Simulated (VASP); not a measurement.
# GaGe3 (P6_3/mmc) in VASP: single point with PBE

Aim: the single point of GaGe3 with PBE.

Program: VASP 6.6.1. These are calculated values, not measurements. Logs are shortened: lines on timing, memory, paths and dates and some standing lists are left out, and cuts for length are marked.

**1. The cell of the first run**

Symmetry: P6_3/mmc, No. 194, hexagonal system. The conventional cell has a = 6.102 Å, b = 6.102 Å, c = 5.134 Å, α = 90.00°, β = 90.00°, γ = 120.00°. Ge (site symmetry mm2) has 8 Ge at 2.99 to 3.11 Å and 4 Ga at 3.05 to 3.13 Å within 3.9 Å. Within 4.0 Å of Ga (site symmetry -6m2) lie 12 Ge at 3.05 to 3.13 Å.

**2. Single point, PBE**

The input, INCAR:

```
SYSTEM = GaGe3
ALGO = Normal
EDIFF = 1E-7
ENCUT = 520
GGA = PE
ISIF = 2
ISMEAR = -1
LASPH = .TRUE.
LCHARG = .TRUE.
LELF = .TRUE.
LREAL = .FALSE.
LVHAR = .TRUE.
LWAVE = .FALSE.
NBANDS = 65
NELM = 60
PREC = Accurate
SIGMA = 0.05
```

The input, KPOINTS:

```
k-points
0
G
  5 5 5
  0 0 0
```

The input, POSCAR:

```
GaGe3
1.0
    6.1024193518      0.0000000000      0.0000000000
   -3.0512096759      5.2848501832      0.0000000000
    0.0000000000      0.0000000000      5.1337016195
Ge Ga
6 2
Direct
    0.1635615050      0.3271230100      0.2500000000
    0.1635615050      0.8364384950      0.2500000000
    0.6728769900      0.8364384950      0.2500000000
    0.8364384950      0.6728769900      0.7500000000
    0.8364384950      0.1635615050      0.7500000000
    0.3271230100      0.1635615050      0.7500000000
    0.3333333333      0.6666666667      0.7500000000
    0.6666666667      0.3333333333      0.2500000000
```

Potentials or basis: VASP PAW PBE potentials, release 64 (Ge_d, Ga_d).

Run with:

```bash
cat potpaw_PBE.64/Ge_d/POTCAR potpaw_PBE.64/Ga_d/POTCAR > POTCAR
mpirun -np 1 vasp_std > vasp.out
```

OUTCAR:

```text
SYSTEM = GaGe3
   EDIFF = 1E-7
   ENCUT = 520
   GGA = PE
   ISIF = 2
   ISMEAR = -1
   LASPH = .TRUE.
   LREAL = .FALSE.
   NELM = 60
   PREC = Accurate

 ion  position               nearest neighbor table
   1  0.164  0.327  0.250-
   2  0.164  0.836  0.250-
   3  0.673  0.836  0.250-
   4  0.836  0.673  0.750-
   5  0.836  0.164  0.750-
   6  0.327  0.164  0.750-
   7  0.333  0.667  0.750-
   8  0.667  0.333  0.250-

  LATTYP: Found a hexagonal cell.
 ALAT       =     6.1024193518
 C/A-ratio  =     0.8412567743

  Lattice vectors:

 A1 = (   6.1024193518,   0.0000000000,   0.0000000000)
 A2 = (  -3.0512096759,   5.2848501832,   0.0000000000)
 A3 = (   0.0000000000,   0.0000000000,   5.1337016195)

Analysis of symmetry for initial positions (statically):
=====================================================================
 Subroutine PRICEL returns:
 Original cell was already a primitive cell.

 Routine SETGRP: Setting up the symmetry group for a
 hexagonal supercell.

 Subroutine GETGRP returns: Found 24 space group operations
 (whereof 12 operations were pure point group operations)
 out of a pool of 24 trial point group operations.

The static configuration has the point symmetry D_3d.
 The point group associated with its full space group is D_6h.

Analysis of symmetry for dynamics (positions and initial velocities):
=====================================================================
 Subroutine PRICEL returns:
 Original cell was already a primitive cell.

 Routine SETGRP: Setting up the symmetry group for a
 hexagonal supercell.

 Subroutine GETGRP returns: Found 24 space group operations
 (whereof 12 operations were pure point group operations)
 out of a pool of 24 trial point group operations.

The dynamic configuration has the point symmetry D_3d.
 The point group associated with its full space group is D_6h.

 Subroutine INISYM returns: Found 24 space group operations
 (whereof 12 operations are pure point group operations),
 and found     1 'primitive' translations

----------------------------------------------------------------------------------------

                                     Primitive cell

  volume of cell :     165.5638

  direct lattice vectors                    reciprocal lattice vectors
     6.102419352  0.000000000  0.000000000     0.163869433  0.094610061  0.000000000
    -3.051209676  5.284850183  0.000000000     0.000000000  0.189220123  0.000000000
     0.000000000  0.000000000  5.133701620     0.000000000  0.000000000  0.194791220

  length of vectors
     6.102419352  6.102419352  5.133701620     0.189220123  0.189220123  0.194791220

  position of ions in fractional coordinates (direct lattice)
     0.163561505  0.327123010  0.250000000
     0.163561505  0.836438495  0.250000000
     0.672876990  0.836438495  0.250000000
     0.836438495  0.672876990  0.750000000
     0.836438495  0.163561505  0.750000000
     0.327123010  0.163561505  0.750000000
     0.333333333  0.666666667  0.750000000
     0.666666667  0.333333333  0.250000000

  ion indices of the primitive-cell ions
   primitive index   ion index
                 1           1
                 2           2
                 3           3
                 4           4
                 5           5
                 6           6
                 7           7
                 8           8

----------------------------------------------------------------------------------------

 KPOINTS: k-points

Automatic generation of k-mesh.
 Grid dimensions read from file:
 generate k-points for:    5    5    5

 Generating k-lattice:

  Cartesian coordinates                     Fractional coordinates (reciprocal lattice)
     0.032773887  0.018922012  0.000000000     0.200000000 -0.000000000  0.000000000
     0.000000000  0.037844025  0.000000000     0.000000000  0.200000000  0.000000000
     0.000000000  0.000000000  0.038958244     0.000000000  0.000000000  0.200000000

  Length of vectors
     0.037844025  0.037844025  0.038958244

  Shift w.r.t. Gamma in fractional coordinates (k-lattice)
     0.000000000  0.000000000  0.000000000

 Subroutine IBZKPT returns following result:
 ===========================================

 Found     15 irreducible k-points:

 Following reciprocal coordinates:
            Coordinates               Weight
  0.000000  0.000000  0.000000      1.000000
  0.200000  0.000000  0.000000      6.000000
  0.400000  0.000000  0.000000      6.000000
  0.200000  0.200000  0.000000      6.000000
  0.400000  0.200000  0.000000      6.000000
  0.000000  0.000000  0.200000      2.000000
  0.200000  0.000000  0.200000     12.000000
  0.400000  0.000000  0.200000     12.000000
  0.200000  0.200000  0.200000     12.000000
  0.400000  0.200000  0.200000     12.000000
  0.000000  0.000000  0.400000      2.000000
  0.200000  0.000000  0.400000     12.000000
  0.400000  0.000000  0.400000     12.000000
  0.200000  0.200000  0.400000     12.000000
  0.400000  0.200000  0.400000     12.000000
   k-points           NKPTS =     15   k-points in BZ     NKDIM =     15   number of bands    NBANDS=     65
   number of dos      NEDOS =    301   number of ions     NIONS =      8
   total plane-waves  NPLWV =  92160
   dimension x,y,z NGX =    48 NGY =   48 NGZ =   40
   dimension x,y,z NGXF=    96 NGYF=   96 NGZF=   80
   ions per type =               6   2
   NGX,Y,Z   is equivalent  to a cutoff of  13.08, 13.08, 12.95 a.u.
   NGXF,Y,Z  is equivalent  to a cutoff of  26.15, 26.15, 25.91 a.u.
 SYSTEM =  GaGe3
   PREC   = accura    normal or accurate (medium, high low for compatibility)
   ISTART =      0    job   : 0-new  1-cont  2-samecut
   ICHARG =      2    charge: 1-file 2-atom 10-const
   ISPIN  =      1    spin polarized calculation?
   LNONCOLLINEAR =      F non collinear calculations
   LSORBIT =      F    spin-orbit coupling
   LASPH  =      T    aspherical Exc in radial PAW
   ENCUT  =  520.0 eV  38.22 Ry    6.18 a.u.  11.35 11.35  9.55*2*pi/ulx,y,z
   NELM   =     60;   NELMIN=  2; NELMDL= -5     # of ELM steps
   EDIFF  = 0.1E-06   stopping-criterion for ELM
   LREAL  =      F    real-space projection
   EDIFFG = 0.1E-05   stopping-criterion for IOM
   NSW    =      0    number of steps for IOM
   IBRION =     -1    ionic relax: 0-MD 1-quasi-New 2-CG
   NFREE  =      0    steps in history (QN), initial steepest desc. (CG)
   ISIF   =      2    stress and relaxation
   ISYM   =      2    0-nonsym 1-usesym 2-fastsym
   POTIM  = 0.5000    time-step for ionic-motion
   TEBEG  =    0.0;   TEEND  =   0.0 temperature during run
   PSTRESS=    0.0 pullay stress
   NELECT =     110.0000    total number of electrons
   NUPDOWN=      -1.0000    fix difference up-down
   EMIN   =  10.00;   EMAX   =-10.00  energy-range for DOS
   EFERMI =   0.00;   METHOD = LEGACY
   ISMEAR =    -1;   SIGMA  =   0.05  broadening in eV -4-tet -1-fermi 0-gaus
   EFERMI_NEDOS =   21; number of points for ismear=-14 and -15
   IALGO  =     38    algorithm
   IMIX   =      4    mixing-type and parameters
     AMIX     =   0.40;   BMIX     =  1.00
     AMIX_MAG =   1.60;   BMIX_MAG =  1.00
  volume/ion in A,a.u.               =      20.70       139.66
  Fermi-wavevector in a.u.,A,eV,Ry     =   1.428512  2.699497 27.764688  2.040647
  Thomas-Fermi vector in A             =   2.548566
   LORBIT       =      0    0 simple, 1 ext, 2 COOP (PROOUT), +10 PAW based schemes
   GGA     = PE    functional components
   LHFCALC =     F    Hartree Fock is set to
   AEXX    =    0.0000 exact exchange contribution
   IVDW    =     0    specifies the selected vdW correction
   LEPSILON=     F    determine dielectric tensor
   LRPA    =     F    only Hartree local field effects (RPA)
 non-spin polarized calculation
  energy-cutoff  :      520.00
  volume of cell :      165.56
 maximum number of plane-waves:      4483
 NGX is ok and might be reduce to    48
   NGX = 23   NGY = 23   NGZ = 19

 number of electron     110.0000016 magnetization

 Free energy of the ion-electron system (eV)
  ---------------------------------------------------
  ext. energy  EPLUGINS =         0.00000000
  ---------------------------------------------------
  free energy    TOTEN  =       -30.65857724 eV

  energy without entropy =      -30.61103769  energy(sigma->0) =      -30.63480746

 E-fermi :   5.5623     XC(G=0): -10.7736

 val. band max:        5.5331471500   @ k =   0.4000   0.0000   0.2000
 cond. band min:       5.5916760416   @ k =   0.4000   0.0000   0.4000
 fundamental gap:      0.0585288916
 Fermi energy:         5.5623185446

 k-point     1 :       0.0000    0.0000    0.0000
  band No.  band energies     occupation
      1     -19.2005      2.00000
      2     -19.1911      2.00000
      3     -19.1911      2.00000
      4     -19.1847      2.00000
      5     -19.1763      2.00000
      6     -19.1707      2.00000
[... 57 lines left out ...]
     64       9.0790      0.00000
     65      11.8921      0.00000

 k-point     2 :       0.2000    0.0000    0.0000
  band No.  band energies     occupation
      1     -19.1958      2.00000
      2     -19.1885      2.00000
      3     -19.1840      2.00000
      4     -19.1819      2.00000
      5     -19.1731      2.00000
      6     -19.1686      2.00000
[... 57 lines left out ...]
     64       9.0788      0.00000
     65      10.4083      0.00000

 k-point     3 :       0.4000    0.0000    0.0000
  band No.  band energies     occupation
      1     -19.1914      2.00000
      2     -19.1761      2.00000
      3     -19.1754      2.00000
      4     -19.1730      2.00000
      5     -19.1711      2.00000
      6     -19.1672      2.00000
[... 805 lines left out ...]
     64       9.2512      0.00000
     65      10.2019      0.00000

 k-point    15 :       0.4000    0.2000    0.4000
  band No.  band energies     occupation
      1     -19.1823      2.00000
      2     -19.1793      2.00000
      3     -19.1744      2.00000
      4     -19.1710      2.00000
      5     -19.1689      2.00000
      6     -19.1683      2.00000
[... 57 lines left out ...]
     64       8.9838      0.00000
     65       9.2734      0.00000

------------------------ aborting loop because EDIFF is reached ----------------------------------------

  FORCE on cell =-STRESS in cart. coord.  units (eV):
  Direction    XX          YY          ZZ          XY          YZ          ZX
  --------------------------------------------------------------------------------------
  -------------------------------------------------------------------------------------
  Total       -3.9844650     -3.9844650     -3.4920932      0.0000000     -0.0000000      0.0000000
  in kB      -38.5580667    -38.5580667    -33.7933356      0.0000000     -0.0000000      0.0000000
  external PRESSURE =     -36.9698230 kB  Pullay stress =       0.0000000 kB

 VOLUME and BASIS-vectors are now :
 -----------------------------------------------------------------------------
  energy-cutoff  :      520.00
  volume of cell :      165.56
      direct lattice vectors                 reciprocal lattice vectors
     6.102419352  0.000000000  0.000000000     0.163869433  0.094610061  0.000000000
    -3.051209676  5.284850183  0.000000000     0.000000000  0.189220123  0.000000000
     0.000000000  0.000000000  5.133701620     0.000000000  0.000000000  0.194791220

 POSITION                                       TOTAL-FORCE (eV/Angst)
 -----------------------------------------------------------------------------------
     -0.00000      1.72880      1.28343        -0.000000      0.082781     -0.000000
     -1.55403      4.42045      1.28343         0.071691     -0.041391      0.000000
      1.55403      4.42045      1.28343        -0.071691     -0.041391      0.000000
      3.05121      3.55605      3.85028         0.000000     -0.082781      0.000000
      4.60524      0.86440      3.85028        -0.071691      0.041391      0.000000
      1.49718      0.86440      3.85028         0.071691      0.041391      0.000000
     -0.00000      3.52323      3.85028         0.000000     -0.000000      0.000000
      3.05121      1.76162      1.28343         0.000000      0.000000      0.000000
 -----------------------------------------------------------------------------------
    total drift:                               -0.000000      0.000000     -0.000000

  FREE ENERGIE OF THE ION-ELECTRON SYSTEM (eV)
  ---------------------------------------------------
  free  energy   TOTEN  =       -30.6585772384 eV

  energy  without entropy=      -30.6110376880  energy(sigma->0) =      -30.63480746
```

Wall time 4.8 min (1 thread of Intel Xeon 8259CL, shared host); peak memory 0.36 GiB.

Results:

```
Free energy            : -30.6586 eV
Pressure               : -3.7 GPa
Largest force          : 0.083 eV/Å
Band gap on the k mesh : zero (bands 55 and 56 overlap by 0.95 eV)
```

Forces on the atoms (eV/Å):
```
Ge   0.000  0.083  0.000
Ge   0.072 -0.041  0.000
Ge  -0.072 -0.041  0.000
Ge   0.000 -0.083  0.000
Ge  -0.072  0.041  0.000
Ge   0.072  0.041  0.000
Ga   0.000  0.000  0.000
Ga   0.000  0.000  0.000
```

Caveat: the cell stands under tension.
